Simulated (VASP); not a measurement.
# MgF2 (P4_2/mnm) in VASP: notebook

The runs below take MgF2 through single point, with PBE.

All numbers are computed with VASP 6.6.1; they aren't measurements. Logs are shortened: lines on timing, memory, paths and dates and some standing lists are left out, and cuts for length are marked.

## 1. The cell of the first run

Symmetry: P4_2/mnm, No. 136, tetragonal system. The conventional cell has a = 4.698 Å, b = 4.698 Å, c = 3.093 Å, α = 90.00°, β = 90.00°, γ = 90.00°. Mg (site symmetry mmm) has 6 F at 2.02 Å within 2.7 Å. F (site symmetry m2m) has 3 Mg at 2.02 Å and 1 F at 2.61 Å within 2.7 Å.

## 2. Single point, PBE

File INCAR:

```
ALGO = Normal ; EDIFF = 1E-6
ENCUT = 600 ; GGA = PE
GGA_COMPAT = F ; ISIF = 2
ISMEAR = 0 ; LASPH = T
LCHARG = F ; LREAL = F
LWAVE = F ; NBANDS = 25
NELM = 120 ; PREC = Accurate
SIGMA = 0.01
```

File KPOINTS:

```
k-points
0
Gamma
  4 4 8
```

File POSCAR:

```
MgF2
1.0
    4.6975999650      0.0000000000      0.0000000000
    0.0000000000      4.6975999650      0.0000000000
    0.0000000000      0.0000000000      3.0930660779
Mg F
2 4
Direct
    0.0000000000      0.0000000000      0.0000000000
    0.5000000000      0.5000000000      0.5000000000
    0.3035644552      0.3035644552      0.0000000000
    0.1964355448      0.8035644552      0.5000000000
    0.6964355448      0.6964355448      0.0000000000
    0.8035644552      0.1964355448      0.5000000000
```

Potentials or basis: VASP PAW PBE potentials, release 64 (Mg, F).

Launch:

```console
$ cat potpaw_PBE.64/Mg/POTCAR potpaw_PBE.64/F/POTCAR > POTCAR
$ mpirun -np 1 vasp_std > vasp.out
```

OUTCAR:

```text
EDIFF = 1E-6
   ENCUT = 600
   GGA = PE
   ISIF = 2
   ISMEAR = 0
   LASPH = T
   LREAL = F
   NELM = 120
   PREC = Accurate

 ion  position               nearest neighbor table
   1  0.000  0.000  0.000-   3 2.02   5 2.02   4 2.02   6 2.02   4 2.02   6 2.02
   2  0.500  0.500  0.500-   4 2.02   6 2.02   5 2.02   3 2.02   3 2.02   5 2.02
   3  0.304  0.304  0.000-   1 2.02   2 2.02   2 2.02
   4  0.196  0.804  0.500-   2 2.02   1 2.02   1 2.02
   5  0.696  0.696  0.000-   1 2.02   2 2.02   2 2.02
   6  0.804  0.196  0.500-   2 2.02   1 2.02   1 2.02

  LATTYP: Found a simple tetragonal cell.
 ALAT       =     4.6975999650
 C/A-ratio  =     0.6584353927

  Lattice vectors:

 A1 = (   4.6975999650,   0.0000000000,   0.0000000000)
 A2 = (   0.0000000000,   4.6975999650,   0.0000000000)
 A3 = (   0.0000000000,   0.0000000000,   3.0930660779)

Analysis of symmetry for initial positions (statically):
=====================================================================
 Subroutine PRICEL returns:
 Original cell was already a primitive cell.

 Routine SETGRP: Setting up the symmetry group for a
 simple tetragonal supercell.

 Subroutine GETGRP returns: Found 16 space group operations
 (whereof  8 operations were pure point group operations)
 out of a pool of 16 trial point group operations.

The static configuration has the point symmetry D_2h.
 The point group associated with its full space group is D_4h.

Analysis of symmetry for dynamics (positions and initial velocities):
=====================================================================
 Subroutine PRICEL returns:
 Original cell was already a primitive cell.

 Routine SETGRP: Setting up the symmetry group for a
 simple tetragonal supercell.

 Subroutine GETGRP returns: Found 16 space group operations
 (whereof  8 operations were pure point group operations)
 out of a pool of 16 trial point group operations.

The dynamic configuration has the point symmetry D_2h.
 The point group associated with its full space group is D_4h.

 Subroutine INISYM returns: Found 16 space group operations
 (whereof  8 operations are pure point group operations),
 and found     1 'primitive' translations

[... 101 lines left out ...]
   NELM   =    120;   NELMIN=  2; NELMDL= -5     # of ELM steps
   EDIFF  = 0.1E-05   stopping-criterion for ELM
   LREAL  =      F    real-space projection
   EDIFFG = 0.1E-04   stopping-criterion for IOM
   NSW    =      0    number of steps for IOM
   IBRION =     -1    ionic relax: 0-MD 1-quasi-New 2-CG
   NFREE  =      0    steps in history (QN), initial steepest desc. (CG)
   ISIF   =      2    stress and relaxation
   ISYM   =      2    0-nonsym 1-usesym 2-fastsym
   POTIM  = 0.5000    time-step for ionic-motion
   TEBEG  =    0.0;   TEEND  =   0.0 temperature during run
   PSTRESS=    0.0 pullay stress
   NELECT =      32.0000    total number of electrons
   NUPDOWN=      -1.0000    fix difference up-down
   EMIN   =  10.00;   EMAX   =-10.00  energy-range for DOS
   EFERMI =   0.00;   METHOD = LEGACY
   ISMEAR =     0;   SIGMA  =   0.01  broadening in eV -4-tet -1-fermi 0-gaus
   EFERMI_NEDOS =   21; number of points for ismear=-14 and -15
   IALGO  =     38    algorithm
   IMIX   =      4    mixing-type and parameters
     AMIX     =   0.40;   BMIX     =  1.00
     AMIX_MAG =   1.60;   BMIX_MAG =  1.00
  volume/ion in A,a.u.               =      11.38        76.77
  Fermi-wavevector in a.u.,A,eV,Ry     =   1.271777  2.403311 22.006301  1.617418
  Thomas-Fermi vector in A             =   2.404692
   LORBIT       =      0    0 simple, 1 ext, 2 COOP (PROOUT), +10 PAW based schemes
   GGA     = PE    functional components
   LHFCALC =     F    Hartree Fock is set to
   AEXX    =    0.0000 exact exchange contribution
   IVDW    =     0    specifies the selected vdW correction
   LEPSILON=     F    determine dielectric tensor
   LRPA    =     F    only Hartree local field effects (RPA)
 non-spin polarized calculation
 Gauss-broadening in eV      SIGMA  =   0.01
  energy-cutoff  :      600.00
  volume of cell :       68.26
 maximum number of plane-waves:      2308
 NGX is ok and might be reduce to    40
   NGX = 19   NGY = 19   NGZ = 13

 number of electron      31.9999995 magnetization

 Free energy of the ion-electron system (eV)
  ---------------------------------------------------
  ext. energy  EPLUGINS =         0.00000000
  ---------------------------------------------------
  free energy    TOTEN  =       -31.55290641 eV

  energy without entropy =      -31.55290641  energy(sigma->0) =      -31.55290641

 E-fermi :  -1.3929     XC(G=0):  -9.5168

 val. band max:       -1.4793612827   @ k =   0.0000   0.0000   0.0000
 cond. band min:       5.3165122964   @ k =   0.0000   0.0000   0.0000
 fundamental gap:      6.7958735792
 Fermi energy:        -1.3928903575

 k-point     1 :       0.0000    0.0000    0.0000
  band No.  band energies     occupation
      1     -22.0660      2.00000
      2     -21.3431      2.00000
      3     -21.3431      2.00000
      4     -21.2637      2.00000
      5      -5.3885      2.00000
      6      -3.7985      2.00000
[... 661 lines left out ...]
     24      13.5495      0.00000
     25      16.2262      0.00000

 [... further k-points ...]

------------------------ aborting loop because EDIFF is reached ----------------------------------------

  FORCE on cell =-STRESS in cart. coord.  units (eV):
  Direction    XX          YY          ZZ          XY          YZ          ZX
  --------------------------------------------------------------------------------------
  -------------------------------------------------------------------------------------
  Total       -0.4028277     -0.4028277     -0.4548673      0.0000000      0.0000000      0.0000000
  in kB       -9.4555907     -9.4555907    -10.6771178      0.0000000      0.0000000      0.0000000
  external PRESSURE =      -9.8627664 kB  Pullay stress =       0.0000000 kB

 VOLUME and BASIS-vectors are now :
 -----------------------------------------------------------------------------
  energy-cutoff  :      600.00
  volume of cell :       68.26
      direct lattice vectors                 reciprocal lattice vectors
     4.697599965  0.000000000  0.000000000     0.212874661  0.000000000  0.000000000
     0.000000000  4.697599965  0.000000000     0.000000000  0.212874661  0.000000000
     0.000000000  0.000000000  3.093066078     0.000000000  0.000000000  0.323303795

 POSITION                                       TOTAL-FORCE (eV/Angst)
 -----------------------------------------------------------------------------------
      0.00000      0.00000      0.00000         0.000000      0.000000     -0.000000
      2.34880      2.34880      1.54653         0.000000      0.000000     -0.000000
      1.42602      1.42602      0.00000         0.001844      0.001844      0.000000
      0.92278      3.77482      1.54653        -0.001844      0.001844     -0.000000
      3.27158      3.27158      0.00000        -0.001844     -0.001844     -0.000000
      3.77482      0.92278      1.54653         0.001844     -0.001844     -0.000000
 -----------------------------------------------------------------------------------
    total drift:                                0.000000      0.000000     -0.000000

  FREE ENERGIE OF THE ION-ELECTRON SYSTEM (eV)
  ---------------------------------------------------
  free  energy   TOTEN  =       -31.5529064090 eV

  energy  without entropy=      -31.5529064090  energy(sigma->0) =      -31.55290641
```

OSZICAR:

```text
N       E                     dE             d eps       ncg     rms          rms(c)
DAV:   1     0.179781140206E+03    0.17978E+03   -0.19193E+04  1596   0.134E+03
DAV:   2    -0.250989773915E+02   -0.20488E+03   -0.19792E+03  1826   0.297E+02
DAV:   3    -0.341007867099E+02   -0.90018E+01   -0.89749E+01  1871   0.598E+01
DAV:   4    -0.341526815533E+02   -0.51895E-01   -0.51888E-01  1693   0.513E+00
DAV:   5    -0.341529464152E+02   -0.26486E-03   -0.26486E-03  1850   0.363E-01    0.100E+01
DAV:   6    -0.315093418321E+02    0.26436E+01   -0.83417E+00  1663   0.206E+01    0.305E+00
DAV:   7    -0.315244955716E+02   -0.15154E-01   -0.79566E-02  1554   0.187E+00    0.193E+00
DAV:   8    -0.315521296824E+02   -0.27634E-01   -0.63880E-02  1554   0.242E+00    0.208E-01
DAV:   9    -0.315523465937E+02   -0.21691E-03   -0.11742E-03  1902   0.240E-01    0.837E-02
DAV:  10    -0.315529059668E+02   -0.55937E-03   -0.47793E-04  1574   0.157E-01    0.152E-02
DAV:  11    -0.315529064090E+02   -0.44214E-06   -0.67020E-06  1905   0.222E-02
   1 F= -.31552906E+02 E0= -.31552906E+02  d E =-.148271E-36
```

stdout:

```text
POSCAR found type information on POSCAR MgF
 POSCAR found :  2 types and       6 ions
 scaLAPACK will be used
 LDA part: xc-table for (Slater+PW92), standard interpolation
 POSCAR, INCAR and KPOINTS ok, starting setup
 FFT: planning ... GRIDC
 FFT: planning ... GRID_SOFT
 FFT: planning ... GRID
 WAVECAR not read
 entering main loop
```

Run time: 22 s. Hardware: 1 thread of Intel Xeon 6975P-C (Granite Rapids), shared host; peak memory 0.22 GiB.

Results:

```
Free energy            : -31.5529 eV
Pressure               : -1.0 GPa
Band gap on the k mesh : 6.80 eV
```

Forces on the atoms (eV/Å):
```
Mg   0.000  0.000  0.000
Mg   0.000  0.000  0.000
F    0.002  0.002  0.000
F   -0.002  0.002  0.000
F   -0.002 -0.002  0.000
F    0.002 -0.002  0.000
```

Stress tensor (GPa, compression positive):
```
-0.95  0.00  0.00
 0.00 -0.95  0.00
 0.00  0.00 -1.07
```

## 3. Single point, PBE (11.72 Å³/atom)

This run uses another cell than the first one, of 11.72 Å³/atom.

File INCAR:

```
ALGO = Normal
EDIFF = 1E-6
ENCUT = 600
GGA = PE
GGA_COMPAT = False
ISIF = 2
ISMEAR = 0
LASPH = True
LCHARG = False
LREAL = False
LWAVE = False
NBANDS = 25
NELM = 120
PREC = Accurate
SIGMA = 0.01
```

KPOINTS is that of step 2.

Edit POSCAR of step 2 so:

```diff
@@ -2,5 +2,5 @@
 1.0
-    4.6975999650      0.0000000000      0.0000000000
-    0.0000000000      4.6975999650      0.0000000000
-    0.0000000000      0.0000000000      3.0930660779
+    4.7441138808      0.0000000000      0.0000000000
+    0.0000000000      4.7441138808      0.0000000000
+    0.0000000000      0.0000000000      3.1236924863
 Mg F
```

Potentials or basis: VASP PAW PBE potentials, release 64 (Mg, F).

Launch:

```console
$ cat potpaw_PBE.64/Mg/POTCAR potpaw_PBE.64/F/POTCAR > POTCAR
$ mpirun -np 1 vasp_std > vasp.out
```

OUTCAR:

```text
EDIFF = 1E-6
   ENCUT = 600
   GGA = PE
   ISIF = 2
   ISMEAR = 0
   LASPH = True
   LREAL = False
   NELM = 120
   PREC = Accurate

 ion  position               nearest neighbor table
   1  0.000  0.000  0.000-   3 2.04   5 2.04   4 2.04   6 2.04   4 2.04   6 2.04
   2  0.500  0.500  0.500-   4 2.04   6 2.04   5 2.04   3 2.04   3 2.04   5 2.04
   3  0.304  0.304  0.000-   1 2.04   2 2.04   2 2.04
   4  0.196  0.804  0.500-   2 2.04   1 2.04   1 2.04
   5  0.696  0.696  0.000-   1 2.04   2 2.04   2 2.04
   6  0.804  0.196  0.500-   2 2.04   1 2.04   1 2.04

  LATTYP: Found a simple tetragonal cell.
 ALAT       =     4.7441138808
 C/A-ratio  =     0.6584353927

  Lattice vectors:

 A1 = (   4.7441138808,   0.0000000000,   0.0000000000)
 A2 = (   0.0000000000,   4.7441138808,   0.0000000000)
 A3 = (   0.0000000000,   0.0000000000,   3.1236924863)

Analysis of symmetry for initial positions (statically):
=====================================================================
 Subroutine PRICEL returns:
 Original cell was already a primitive cell.
[... 184 lines left out ...]
 cond. band min:       4.9531634848   @ k =   0.0000   0.0000   0.0000
 fundamental gap:      6.5985577469
 Fermi energy:        -1.5063966962

 k-point     1 :       0.0000    0.0000    0.0000
  band No.  band energies     occupation
      1     -22.1313      2.00000
      2     -21.4585      2.00000
      3     -21.4585      2.00000
      4     -21.3837      2.00000
      5      -5.4501      2.00000
      6      -3.8567      2.00000
[... 661 lines left out ...]
     24      13.0947      0.00000
     25      15.8288      0.00000

 [... further k-points ...]

------------------------ aborting loop because EDIFF is reached ----------------------------------------

  FORCE on cell =-STRESS in cart. coord.  units (eV):
  Direction    XX          YY          ZZ          XY          YZ          ZX
  --------------------------------------------------------------------------------------
  -------------------------------------------------------------------------------------
  Total       -1.4776015     -1.4776015     -1.7144363     -0.0000000      0.0000000      0.0000000
  in kB      -33.6735899    -33.6735899    -39.0709022     -0.0000000      0.0000000      0.0000000
  external PRESSURE =     -35.4726940 kB  Pullay stress =       0.0000000 kB

 VOLUME and BASIS-vectors are now :
 -----------------------------------------------------------------------------
  energy-cutoff  :      600.00
  volume of cell :       70.30
      direct lattice vectors                 reciprocal lattice vectors
     4.744113881  0.000000000  0.000000000     0.210787520  0.000000000  0.000000000
     0.000000000  4.744113881  0.000000000     0.000000000  0.210787520  0.000000000
     0.000000000  0.000000000  3.123692486     0.000000000  0.000000000  0.320133945

 POSITION                                       TOTAL-FORCE (eV/Angst)
 -----------------------------------------------------------------------------------
      0.00000      0.00000      0.00000         0.000000     -0.000000      0.000000
      2.37206      2.37206      1.56185         0.000000     -0.000000      0.000000
      1.44014      1.44014      0.00000         0.033139      0.033139     -0.000000
      0.93191      3.81220      1.56185        -0.033139      0.033139     -0.000000
      3.30397      3.30397      0.00000        -0.033139     -0.033139      0.000000
      3.81220      0.93191      1.56185         0.033139     -0.033139      0.000000
 -----------------------------------------------------------------------------------
    total drift:                                0.000000      0.000000     -0.000000

  FREE ENERGIE OF THE ION-ELECTRON SYSTEM (eV)
  ---------------------------------------------------
  free  energy   TOTEN  =       -31.5302001164 eV

  energy  without entropy=      -31.5302001164  energy(sigma->0) =      -31.53020012
```

OSZICAR:

```text
N       E                     dE             d eps       ncg     rms          rms(c)
DAV:   1     0.184490881473E+03    0.18449E+03   -0.18878E+04  1548   0.133E+03
DAV:   2    -0.244745818541E+02   -0.20897E+03   -0.19992E+03  1860   0.297E+02
DAV:   3    -0.340976114842E+02   -0.96230E+01   -0.95957E+01  1863   0.617E+01
DAV:   4    -0.341528432614E+02   -0.55232E-01   -0.55225E-01  1679   0.529E+00
DAV:   5    -0.341531318533E+02   -0.28859E-03   -0.28858E-03  1849   0.376E-01    0.100E+01
DAV:   6    -0.314912497615E+02    0.26619E+01   -0.84733E+00  1678   0.206E+01    0.309E+00
DAV:   7    -0.315033945539E+02   -0.12145E-01   -0.81370E-02  1536   0.187E+00    0.194E+00
DAV:   8    -0.315293574434E+02   -0.25963E-01   -0.68167E-02  1546   0.248E+00    0.211E-01
DAV:   9    -0.315296362739E+02   -0.27883E-03   -0.13133E-03  1901   0.251E-01    0.836E-02
DAV:  10    -0.315301992515E+02   -0.56298E-03   -0.44873E-04  1531   0.155E-01    0.136E-02
DAV:  11    -0.315302001164E+02   -0.86492E-06   -0.68284E-06  1904   0.221E-02
   1 F= -.31530200E+02 E0= -.31530200E+02  d E =-.545905E-88
```

stdout:

```text
POSCAR found type information on POSCAR MgF
 POSCAR found :  2 types and       6 ions
 scaLAPACK will be used
 LDA part: xc-table for (Slater+PW92), standard interpolation
 POSCAR, INCAR and KPOINTS ok, starting setup
 FFT: planning ... GRIDC
 FFT: planning ... GRID_SOFT
 FFT: planning ... GRID
 WAVECAR not read
 entering main loop
```

Wall time 25 s (1 thread of Intel Xeon 6975P-C (Granite Rapids), shared host); peak memory 0.22 GiB.

What came out:

```yaml
Free_energy: -31.5302 eV
Pressure: -3.5 GPa
Largest_force: 0.047 eV/Å
Band_gap_on_the_k_mesh: 6.60 eV
```

Forces in eV/Å, atoms in the order of the input:
```
Mg   0.000  0.000  0.000
Mg   0.000  0.000  0.000
F    0.033  0.033  0.000
F   -0.033  0.033  0.000
F   -0.033 -0.033  0.000
F    0.033 -0.033  0.000
```

Levels at points of the mesh, in eV from the valence-band top:
| k point | band 14 | band 15 | band 16 | band 17 | band 18 | band 19 |
| --- | --- | --- | --- | --- | --- | --- |
| (0.00, 0.00, 0.00) | -0.31 | -0.31 | 0.00 | 6.60 | 11.76 | 11.76 |
| (0.50, 0.00, 0.00) | -0.92 | -0.35 | -0.35 | 8.92 | 8.92 | 12.97 |
| (0.50, 0.50, 0.00) | -0.88 | -0.69 | -0.69 | 10.44 | 10.44 | 10.80 |
| (0.00, 0.00, 0.50) | -1.01 | -0.77 | -0.77 | 11.22 | 11.22 | 14.45 |
| (0.50, 0.00, 0.50) | -0.68 | -0.59 | -0.59 | 12.19 | 12.19 | 12.70 |
| (0.50, 0.50, 0.50) | -0.54 | -0.45 | -0.45 | 12.48 | 12.48 | 12.91 |

Caveat: the cell stands under tension.

[end of part 1 of 2]
